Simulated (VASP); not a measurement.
# Al3GaN4 (Pm) in VASP: a series of runs

Al3GaN4 is run at these levels: PBEsol; tasks: single point.

Program: VASP 6.6.1. These are calculated values, not measurements. Logs are shortened: lines on timing, memory, paths and dates and some standing lists are left out, and cuts for length are marked.

**1. The cell of the first run**

The structure is monoclinic, space group Pm (No. 6). The conventional cell has a = 5.043 Å, b = 2.817 Å, c = 5.418 Å, α = 90.00°, β = 90.03°, γ = 90.00°. Within 2.3 Å of Al (site symmetry m) lie 4 N at 1.76 to 1.91 Å. Within 2.3 Å of Al (site symmetry m) lie 4 N at 1.77 to 1.90 Å. Within 2.4 Å of Al (site symmetry m) lie 4 N at 1.78 to 1.91 Å. Ga (site symmetry m) has 4 N at 1.81 to 1.96 Å within 2.4 Å. N (site symmetry m) has 3 Al at 1.77 to 1.90 Å and 1 Ga at 1.96 Å within 2.3 Å. Within 2.4 Å of N (site symmetry m) lie 4 Al at 1.78 to 1.91 Å. Within 2.4 Å of N (site symmetry m) lie 2 Ga at 1.81 Å and 2 Al at 1.88 to 1.90 Å. Within 2.3 Å of N (site symmetry m) lie 3 Al at 1.76 to 1.91 Å and 1 Ga at 1.94 Å.

**2. Single point, PBEsol (strain -0.1000 x Voigt [0, 1, 0, 0, 0, 0])**

File INCAR:

```
SYSTEM = Al3GaN4
  PREC = Accurate
  ENCUT = 520
  EDIFF = 1E-7
  ISMEAR = 0
  SIGMA = 0.05
  LREAL = .False.
  LASPH = .True.
  NELM = 100
  ALGO = Normal
  ISIF = 2
  LWAVE = .False.
  LCHARG = .False.
  GGA = PS
  NBANDS = 31
```

File KPOINTS:

```
Automatic mesh
0
Gamma
  6 8 4
  0 0 0
```

File POSCAR:

```
Al3GaN4
1.0
    5.0434079743      0.0000000000      0.0001149899
    0.0000000000      2.8170665081      0.0000000000
   -0.0032362578      0.0000000000      5.4179919454
Al Ga N
3 1 4
Direct
    0.5002300429      0.5000000000      0.1673295662
    0.0009207031      0.5000000000      0.8348055926
    0.0010880657      0.0000000000      0.3316926346
    0.4994217128      0.0000000000      0.6662009018
    0.1111724737      0.0000000000      0.6663292504
    0.1224543244      0.5000000000      0.1671578642
    0.6251234792      0.5000000000      0.8401923549
    0.6231881982      0.0000000000      0.3262928352
```

Potentials or basis: VASP PAW PBE potentials, release 64 (Al, Ga_d, N).

Command:

```bash
$ cat potpaw_PBE.64/Al/POTCAR potpaw_PBE.64/Ga_d/POTCAR potpaw_PBE.64/N/POTCAR > POTCAR
$ mpirun -np 1 vasp_std > vasp.out
```

OUTCAR:

```text
SYSTEM = Al3GaN4
   PREC = Accurate
   ENCUT = 520
   EDIFF = 1E-7
   ISMEAR = 0
   LREAL = .False.
   LASPH = .True.
   NELM = 100
   ISIF = 2
   GGA = PS

 ion  position               nearest neighbor table
   1  0.500  0.500  0.167-   8 1.76   8 1.76   7 1.88   6 1.91   3 3.02   3 3.02   3 3.03   3 3.03
                             4 3.05   4 3.05   4 3.06   4 3.06   2 3.10   2 3.10
   2  0.001  0.500  0.835-   5 1.77   5 1.77   7 1.90   6 1.90   4 3.02   4 3.02   4 3.04   4 3.04
                             3 3.04   3 3.04   3 3.07   3 3.07   1 3.10   1 3.10
   3  0.001  0.000  0.332-   6 1.78   6 1.78   5 1.90   8 1.91   1 3.02   1 3.02   1 3.03   1 3.03
                             2 3.04   2 3.04   2 3.07   2 3.07   4 3.10   4 3.11
   4  0.499  0.000  0.666-   7 1.81   7 1.81   8 1.94   5 1.96   2 3.02   2 3.02   2 3.04   2 3.04
                             1 3.05   1 3.05   1 3.06   1 3.06   3 3.10   3 3.11
   5  0.111  0.000  0.666-   2 1.77   2 1.77   3 1.90   4 1.96
   6  0.122  0.500  0.167-   3 1.78   3 1.78   2 1.90   1 1.91
   7  0.625  0.500  0.840-   4 1.81   4 1.81   1 1.88   2 1.90
   8  0.623  0.000  0.326-   1 1.76   1 1.76   3 1.91   4 1.94

  LATTYP: Found a simple monoclinic cell.
 ALAT       =     5.0434079756
 B/A-ratio  =     0.5585640745
 C/A-ratio  =     1.0742721862
 COS(beta)  =    -0.0005745167

  Lattice vectors:

 A1 = (   5.0434079743,   0.0000000000,   0.0001149899)
 A2 = (   0.0000000000,   2.8170665081,   0.0000000000)
 A3 = (  -0.0032362578,   0.0000000000,   5.4179919454)

Analysis of symmetry for initial positions (statically):
=====================================================================
 Subroutine PRICEL returns:
 Original cell was already a primitive cell.

 Routine SETGRP: Setting up the symmetry group for a
 simple monoclinic supercell.

 Subroutine GETGRP returns: Found  2 space group operations
 (whereof  2 operations were pure point group operations)
 out of a pool of  4 trial point group operations.

The static configuration has the point symmetry C_1h.

Analysis of symmetry for dynamics (positions and initial velocities):
=====================================================================
 Subroutine PRICEL returns:
 Original cell was already a primitive cell.

 Routine SETGRP: Setting up the symmetry group for a
 simple monoclinic supercell.

 Subroutine GETGRP returns: Found  2 space group operations
 (whereof  2 operations were pure point group operations)
 out of a pool of  4 trial point group operations.

The dynamic configuration has the point symmetry C_1h.

 Subroutine INISYM returns: Found  2 space group operations
 (whereof  2 operations are pure point group operations),
 and found     1 'primitive' translations

----------------------------------------------------------------------------------------

                                     Primitive cell

  volume of cell :      76.9767

  direct lattice vectors                    reciprocal lattice vectors
     5.043407974  0.000000000  0.000114990     0.198278623  0.000000000  0.000118435
     0.000000000  2.817066508  0.000000000     0.000000000  0.354979195  0.000000000
    -0.003236258  0.000000000  5.417991945    -0.000004208  0.000000000  0.184570224

  length of vectors
     5.043407976  2.817066508  5.417992912     0.198278658  0.354979195  0.184570224

  position of ions in fractional coordinates (direct lattice)
     0.500230043  0.500000000  0.167329566
     0.000920703  0.500000000  0.834805593
     0.001088066  0.000000000  0.331692635
     0.499421713  0.000000000  0.666200902
     0.111172474  0.000000000  0.666329250
     0.122454324  0.500000000  0.167157864
     0.625123479  0.500000000  0.840192355
     0.623188198  0.000000000  0.326292835

  ion indices of the primitive-cell ions
   primitive index   ion index
                 1           1
                 2           2
                 3           3
                 4           4
                 5           5
                 6           6
                 7           7
                 8           8

----------------------------------------------------------------------------------------

 KPOINTS: Automatic mesh

Automatic generation of k-mesh.
 Grid dimensions read from file:
 generate k-points for:    6    8    4

 Generating k-lattice:

  Cartesian coordinates                     Fractional coordinates (reciprocal lattice)
     0.033046437  0.000000000  0.000019739     0.166666667  0.000000000 -0.000000000
     0.000000000  0.044372399  0.000000000     0.000000000  0.125000000  0.000000000
    -0.000001052  0.000000000  0.046142556    -0.000000000  0.000000000  0.250000000

  Length of vectors
     0.033046443  0.044372399  0.046142556

  Shift w.r.t. Gamma in fractional coordinates (k-lattice)
     0.000000000  0.000000000  0.000000000

 Subroutine IBZKPT returns following result:
 ===========================================

 Found     70 irreducible k-points:

 Following reciprocal coordinates:
            Coordinates               Weight
  0.000000  0.000000  0.000000      1.000000
  0.166667  0.000000  0.000000      2.000000
  0.333333  0.000000  0.000000      2.000000
  0.500000  0.000000 -0.000000      1.000000
  0.000000  0.125000  0.000000      2.000000
  0.166667  0.125000  0.000000      4.000000
[... 16 lines left out ...]
  0.333333  0.000000  0.250000      2.000000
  0.500000  0.000000  0.250000      2.000000
 [... further k-points ...]
   k-points           NKPTS =     70   k-points in BZ     NKDIM =     70   number of bands    NBANDS=     31
   number of dos      NEDOS =    301   number of ions     NIONS =      8
   total plane-waves  NPLWV =  38400
   dimension x,y,z NGX =    40 NGY =   24 NGZ =   40
   dimension x,y,z NGXF=    80 NGYF=   48 NGZF=   80
   ions per type =               3   1   4
   NGX,Y,Z   is equivalent  to a cutoff of  13.19, 14.16, 12.27 a.u.
   NGXF,Y,Z  is equivalent  to a cutoff of  26.37, 28.33, 24.55 a.u.
 SYSTEM =  Al3GaN4
   PREC   = accura    normal or accurate (medium, high low for compatibility)
   ISTART =      0    job   : 0-new  1-cont  2-samecut
   ICHARG =      2    charge: 1-file 2-atom 10-const
   ISPIN  =      1    spin polarized calculation?
   LNONCOLLINEAR =      F non collinear calculations
   LSORBIT =      F    spin-orbit coupling
   LASPH  =      T    aspherical Exc in radial PAW
   ENCUT  =  520.0 eV  38.22 Ry    6.18 a.u.   9.38  5.24 10.07*2*pi/ulx,y,z
   NELM   =    100;   NELMIN=  2; NELMDL= -5     # of ELM steps
   EDIFF  = 0.1E-06   stopping-criterion for ELM
   LREAL  =      F    real-space projection
   EDIFFG = 0.1E-05   stopping-criterion for IOM
   NSW    =      0    number of steps for IOM
   IBRION =     -1    ionic relax: 0-MD 1-quasi-New 2-CG
   NFREE  =      0    steps in history (QN), initial steepest desc. (CG)
   ISIF   =      2    stress and relaxation
   ISYM   =      2    0-nonsym 1-usesym 2-fastsym
   POTIM  = 0.5000    time-step for ionic-motion
   TEBEG  =    0.0;   TEEND  =   0.0 temperature during run
   PSTRESS=    0.0 pullay stress
   NELECT =      42.0000    total number of electrons
   NUPDOWN=      -1.0000    fix difference up-down
   EMIN   =  10.00;   EMAX   =-10.00  energy-range for DOS
   EFERMI =   0.00;   METHOD = LEGACY
   ISMEAR =     0;   SIGMA  =   0.05  broadening in eV -4-tet -1-fermi 0-gaus
   EFERMI_NEDOS =   21; number of points for ismear=-14 and -15
   IALGO  =     38    algorithm
   IMIX   =      4    mixing-type and parameters
     AMIX     =   0.40;   BMIX     =  1.00
     AMIX_MAG =   1.60;   BMIX_MAG =  1.00
  volume/ion in A,a.u.               =       9.62        64.93
  Fermi-wavevector in a.u.,A,eV,Ry     =   1.337739  2.527960 24.348249  1.789546
  Thomas-Fermi vector in A             =   2.466264
   LORBIT       =      0    0 simple, 1 ext, 2 COOP (PROOUT), +10 PAW based schemes
   GGA     = PS    functional components
   LHFCALC =     F    Hartree Fock is set to
   AEXX    =    0.0000 exact exchange contribution
   IVDW    =     0    specifies the selected vdW correction
   LEPSILON=     F    determine dielectric tensor
   LRPA    =     F    only Hartree local field effects (RPA)
 non-spin polarized calculation
 Gauss-broadening in eV      SIGMA  =   0.05
  energy-cutoff  :      520.00
  volume of cell :       76.98
 maximum number of plane-waves:      2090
 NGX is ok and might be reduce to    40
   NGX = 19   NGY = 11   NGZ = 21

 number of electron      42.0000004 magnetization

 Free energy of the ion-electron system (eV)
  ---------------------------------------------------
  ext. energy  EPLUGINS =         0.00000000
  ---------------------------------------------------
  free energy    TOTEN  =       -58.55444719 eV

  energy without entropy =      -58.55444719  energy(sigma->0) =      -58.55444719

 E-fermi :   7.6291     XC(G=0): -11.8183

 val. band max:        7.4115822900   @ k =   0.0000   0.0000   0.0000
 cond. band min:      10.9632328985   @ k =   0.0000   0.0000   0.0000
 fundamental gap:      3.5516506085
 Fermi energy:         7.6290798163

 k-point     1 :       0.0000    0.0000    0.0000
  band No.  band energies     occupation
      1      -9.2450      2.00000
      2      -7.7246      2.00000
      3      -7.4448      2.00000
      4      -6.5624      2.00000
      5      -5.9735      2.00000
      6      -5.8842      2.00000
[... 23 lines left out ...]
     30      18.7498      0.00000
     31      19.0698      0.00000

 k-point     2 :       0.1667    0.0000    0.0000
  band No.  band energies     occupation
      1      -9.1473      2.00000
      2      -7.7536      2.00000
      3      -7.4618      2.00000
      4      -6.6297      2.00000
      5      -5.9736      2.00000
      6      -5.8898      2.00000
[... 23 lines left out ...]
     30      18.7051      0.00000
     31      19.2185      0.00000

 k-point     3 :       0.3333    0.0000    0.0000
  band No.  band energies     occupation
      1      -8.8802      2.00000
      2      -7.9416      2.00000
      3      -7.4700      2.00000
      4      -6.7313      2.00000
      5      -5.9739      2.00000
      6      -5.9055      2.00000
[... 23 lines left out ...]
     30      18.3491      0.00000
     31      18.7514      0.00000

 k-point     4 :       0.5000    0.0000   -0.0000
  band No.  band energies     occupation
      1      -8.6330      2.00000
      2      -8.1802      2.00000
      3      -7.4618      2.00000
      4      -6.7603      2.00000
      5      -5.9741      2.00000
      6      -5.9177      2.00000
[... 23 lines left out ...]
     30      18.6066      0.00000
     31      18.9593      0.00000

 k-point     5 :       0.0000    0.1250    0.0000
  band No.  band energies     occupation
      1      -9.0570      2.00000
      2      -7.6601      2.00000
      3      -7.3431      2.00000
      4      -6.4828      2.00000
      5      -5.9721      2.00000
      6      -5.8540      2.00000
[... 23 lines left out ...]
     30      18.9553      0.00000
     31      19.0866      0.00000
[... 542 lines left out ...]
     30      18.8159      0.00000
     31      19.1609      0.00000

 k-point    22 :       0.1667    0.0000    0.2500
  band No.  band energies     occupation
      1      -8.9660      2.00000
      2      -7.8749      2.00000
      3      -7.5028      2.00000
      4      -6.7413      2.00000
      5      -5.9738      2.00000
      6      -5.8967      2.00000
[... 23 lines left out ...]
     30      18.5841      0.00000
     31      19.0348      0.00000

 k-point    23 :       0.3333    0.0000    0.2500
  band No.  band energies     occupation
      1      -8.7174      2.00000
      2      -7.8631      2.00000
      3      -7.5982      2.00000
      4      -6.8899      2.00000
      5      -5.9741      2.00000
      6      -5.9016      2.00000
[... 23 lines left out ...]
     30      18.2654      0.00000
     31      18.6907      0.00000

 k-point    24 :       0.5000    0.0000    0.2500
  band No.  band energies     occupation
      1      -8.5087      2.00000
      2      -8.0107      2.00000
      3      -7.5552      2.00000
      4      -6.9937      2.00000
      5      -5.9742      2.00000
      6      -5.9174      2.00000
[... 23 lines left out ...]
     30      18.3477      0.00000
     31      19.0020      0.00000

 [... further k-points ...]
[... 5 lines left out ...]
  --------------------------------------------------------------------------------------
  -------------------------------------------------------------------------------------
  Total        3.9154296     30.5762531      7.1214775      0.0000000      0.0000000      0.1401111
  in kB       81.4949022    636.4074936    148.2248858      0.0000000      0.0000000      2.9162425
  external PRESSURE =     288.7090939 kB  Pullay stress =       0.0000000 kB

 VOLUME and BASIS-vectors are now :
 -----------------------------------------------------------------------------
  energy-cutoff  :      520.00
  volume of cell :       76.98
      direct lattice vectors                 reciprocal lattice vectors
     5.043407974  0.000000000  0.000114990     0.198278623  0.000000000  0.000118435
     0.000000000  2.817066508  0.000000000     0.000000000  0.354979195  0.000000000
    -0.003236258  0.000000000  5.417991945    -0.000004208  0.000000000  0.184570224

 POSITION                                       TOTAL-FORCE (eV/Angst)
 -----------------------------------------------------------------------------------
      2.52232      1.40853      0.90665        -1.014970      0.000000     -1.438689
      0.00194      1.40853      4.52297        -0.893555      0.000000      1.519621
      0.00441      0.00000      1.79711        -0.938814      0.000000      1.399965
      2.51663      0.00000      3.60953        -1.014815      0.000000     -1.604149
      0.55853      0.00000      3.61018         0.878309      0.000000     -1.657873
      0.61705      1.40853      0.90567         0.940049      0.000000     -1.543106
      3.15003      1.40853      4.55223         0.982017      0.000000      1.673577
      3.14194      0.00000      1.76792         1.061779      0.000000      1.650654
 -----------------------------------------------------------------------------------
    total drift:                               -0.000316      0.000000     -0.001631

  FREE ENERGIE OF THE ION-ELECTRON SYSTEM (eV)
  ---------------------------------------------------
  free  energy   TOTEN  =       -58.5544471859 eV

  energy  without entropy=      -58.5544471859  energy(sigma->0) =      -58.55444719
```

Run time: 2.6 min. Hardware: 1 thread of Intel Xeon Platinum 8488C (Sapphire Rapids), shared host; peak memory 0.27 GiB.

What came out:

- Free energy: -58.5544 eV
- Pressure: 28.9 GPa
- Largest force: 1.963 eV/Å
- Band gap on the k mesh: 3.55 eV, direct

Forces in eV/Å, atoms in the order of the input:
```
Al  -1.015  0.000 -1.439
Al  -0.894  0.000  1.520
Al  -0.939  0.000  1.400
Ga  -1.015  0.000 -1.604
N    0.878  0.000 -1.658
N    0.940  0.000 -1.543
N    0.982  0.000  1.674
N    1.062  0.000  1.651
```

Caveat: the cell differs from its parent crystal (strain -0.1000 x Voigt [0, 1, 0, 0, 0, 0]); the PAW data sets were made with another functional, which shifts forces and pressure a little. A k mesh can miss the band edges.

**3. Single point, PBEsol (strain -0.0750 x Voigt [0, 1, 0, 0, 0, 0])**

File INCAR:

```
SYSTEM = Al3GaN4
PREC     = Accurate       ! precision mode
ENCUT    = 520            ! plane-wave cutoff, eV
EDIFF    = 1E-7           ! SCF threshold, eV
ISMEAR   = 0              ! smearing method
SIGMA    = 0.05           ! smearing width, eV
LREAL    = .FALSE.        ! projectors in reciprocal space
LASPH    = .TRUE.         ! aspherical terms in the spheres
NELM     = 100            ! most SCF steps
ALGO     = Normal         ! electronic algorithm
ISIF     = 2              ! what is computed and relaxed
LWAVE    = .FALSE.        ! write WAVECAR
LCHARG   = .FALSE.        ! write CHGCAR
GGA      = PS             ! functional
NBANDS   = 31             ! bands
```

File KPOINTS:

```
regular mesh
0
G
  6 8 4
  0 0 0
```

Changes to POSCAR since step 2:

```diff
@@ -3,3 +3,3 @@
     5.0434079743      0.0000000000      0.0001149899
-    0.0000000000      2.8170665081      0.0000000000
+    0.0000000000      2.8953183556      0.0000000000
    -0.0032362578      0.0000000000      5.4179919454
```

Potentials or basis: VASP PAW PBE potentials, release 64 (Al, Ga_d, N).

Command:

```bash
$ cat potpaw_PBE.64/Al/POTCAR potpaw_PBE.64/Ga_d/POTCAR potpaw_PBE.64/N/POTCAR > POTCAR
$ mpirun -np 1 vasp_std > vasp.out
```

It took 2.2 min on 1 thread of Intel Xeon Platinum 8488C (Sapphire Rapids), shared host; peak memory 0.27 GiB.

It converged, with:

* Free energy: -59.2672 eV
* Pressure: 19.7 GPa
* Largest force: 1.312 eV/Å
* Band gap on the k mesh: 3.62 eV, direct

Forces on the atoms (eV/Å):
```
Al  -0.666  0.000 -0.948
Al  -0.587  0.000  1.004
Al  -0.617  0.000  0.926
Ga  -0.664  0.000 -1.057
N    0.578  0.000 -1.111
N    0.618  0.000 -1.034
N    0.638  0.000  1.112
N    0.699  0.000  1.110
```

Stress tensor (GPa, compression positive):
```
 5.70  0.00  0.17
 0.00 43.51  0.00
 0.17  0.00 10.03
```

Levels at points of the mesh, in eV from the valence-band top:
| k point | band 19 | band 20 | band 21 | band 22 | band 23 | band 24 |
| --- | --- | --- | --- | --- | --- | --- |
| (0.00, 0.00, 0.00) | -0.65 | -0.48 | 0.00 | 3.62 | 5.23 | 6.39 |
| (0.50, 0.00, 0.00) | -0.81 | -0.68 | -0.20 | 4.71 | 5.03 | 5.89 |
| (0.00, 0.50, 0.00) | -2.39 | -2.04 | -1.94 | 5.15 | 5.24 | 7.31 |
| (0.50, 0.50, 0.00) | -1.70 | -1.65 | -1.41 | 5.67 | 6.02 | 6.06 |
| (0.00, 0.00, 0.50) | -0.88 | -0.58 | -0.16 | 5.66 | 6.03 | 7.10 |
| (0.50, 0.00, 0.50) | -1.07 | -1.05 | -0.56 | 5.91 | 6.23 | 6.42 |
| (0.00, 0.50, 0.50) | -2.31 | -1.38 | -1.25 | 4.86 | 5.15 | 5.37 |
| (0.50, 0.50, 0.50) | -1.99 | -1.92 | -1.67 | 4.30 | 4.71 | 4.76 |

Caveat: the cell differs from its parent crystal (strain -0.0750 x Voigt [0, 1, 0, 0, 0, 0]); the PAW data sets were made with another functional, which shifts forces and pressure a little.

(Part 1 of 2 ends here.)
